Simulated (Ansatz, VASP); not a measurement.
# Two plane-wave programs on TaN

INCAR

```
  PREC = Accurate
  ENCUT = 520
  EDIFF = 1E-6
  ISMEAR = -1
  SIGMA = 0.1
  LREAL = False
  LASPH = True
  NELM = 60
  ALGO = Normal
  ISIF = 2
  LWAVE = False
  LCHARG = True
  GGA = CA
  LELF = True
  LVHAR = True
  NBANDS = 33
```

File KPOINTS:

```
regular mesh
0
Gamma
  5 5 8
```

File POSCAR:

```
TaN
1.0
    2.6032410000      4.5089440000      0.0000000000
   -2.6032410000      4.5089440000      0.0000000000
    0.0000000000      0.0000000000      2.9200480000
Ta N
3 3
Direct
    0.0000000000      0.0000000000      0.0000000000
    0.3333000000      0.3334000000      0.5000000000
    0.6666000000      0.6667000000      0.5000000000
    0.5000000000      0.5000000000      0.0000000000
    0.5000000000      0.0000000000      0.0000000000
    0.0000000000      0.5000000000      0.0000000000
```

Input for Ansatz:

```yaml
crystal:
  lattice:
    - [2.603241, 4.508944, 0.0]
    - [-2.603241, 4.508944, 0.0]
    - [0.0, 0.0, 2.920048]
  atoms:
    - { symbol: Ta, position: [0.0, 0.0, 0.0] }
    - { symbol: "N", position: [0.5, 0.5, 0.0] }
    - { symbol: "N", position: [0.5, 0.0, 0.0] }
    - { symbol: "N", position: [0.0, 0.5, 0.0] }
    - { symbol: Ta, position: [0.3333, 0.3334, 0.5] }
    - { symbol: Ta, position: [0.6666, 0.6667, 0.5] }
  symmetry: { tolerance: 0.0003 }
kpoints:
  mp_grid: { grid: [5, 5, 8], shift: [0, 0, 0] }
magnetization:
  spin_polarized: false
scf:
  occupations: { method: fermi_dirac }
  lower_state_search: "off"
hamiltonian:
  pseudopotentials: { kind: paw }
  xc: lda
basis:
  ecutwfc: 420
output:
  forces: true
  stress: true
  eigenvalues: true
```

Alike in both runs: task single point; functional LDA; k mesh 5 × 5 × 8; no spin polarisation.

```csv
,VASP,Ansatz
version,VASP 6.6.1,Ansatz 0.2.0
potentials or method,"VASP PAW LDA potentials, release 64 (Ta_pv, N), cutoff 520 eV",PAW plane waves
occupations,"fermi-dirac, width 0.1 eV",fermi-dirac
valence electrons in the cell,48,54
```

VASP gave:

* gap on the k mesh at the Fermi level (eV): none
* pressure (GPa): -6.9

Q: What did Ansatz give for the same quantities?

A: gap on the k mesh at the Fermi level (eV): none; pressure (GPa): -8.6.

LDA's correlation is that of Perdew and Zunger in VASP and of Perdew and Wang (1992) in Ansatz. A gap of «none» marks a metal or a gap that the smearing closes. VASP's potentials hold 48 valence electrons a cell and Ansatz's 54, so a difference there can come from the potentials and not from the codes. Ansatz's warnings: structure snapped to symmetry.

Neither program's run includes spin-orbit coupling.
